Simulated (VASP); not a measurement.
A run of VASP 6.6.1 is set up as follows.

File INCAR:

```
PREC = Accurate
ENCUT = 520
EDIFF = 1E-6
ISMEAR = 0
SIGMA = 0.1
LREAL = False
LASPH = True
NELM = 60
ALGO = Normal
ISIF = 2
LWAVE = False
LCHARG = False
GGA = PE
NBANDS = 32
```

File KPOINTS:

```
Automatic mesh
0
Gamma
  4 4 2
```

Contents of POSCAR:

```
Sn3Te
1.0
    3.3387561865      0.0000000000      0.0000000000
    0.0000000000      3.3387561865      0.0000000000
    0.0000000000      0.0000000000     10.3094899108
Sn Te
3 1
Direct
    0.5000000000      0.5000000000      0.7318471131
    0.0000000000      0.0000000000      0.5000000000
    0.5000000000      0.5000000000      0.2681528869
    0.0000000000      0.0000000000      0.0000000000
```

Potentials or basis: VASP PAW PBE potentials, release 64 (Sn_d, Te).

Run with:

```sh
$ cat potpaw_PBE.64/Sn_d/POTCAR potpaw_PBE.64/Te/POTCAR > POTCAR
$ mpirun -np 1 vasp_std > vasp.out
```

Problem. Predict the largest force.

Solution. 0.015 eV/Å.

Problem. Estimate the band gap on the k mesh.

Solution. Zero (bands 24 and 25 overlap by 4.42 eV).

Forces on the atoms (eV/Å):
```
Sn   0.000  0.000 -0.015
Sn   0.000  0.000  0.000
Sn   0.000  0.000  0.015
Te   0.000  0.000  0.000
```

Caveat: the k points lie up to 0.47 Å⁻¹ apart, too coarse for converged energies and pressures of a metal; spin-orbit coupling is left out, which moves the levels of the heavy elements.
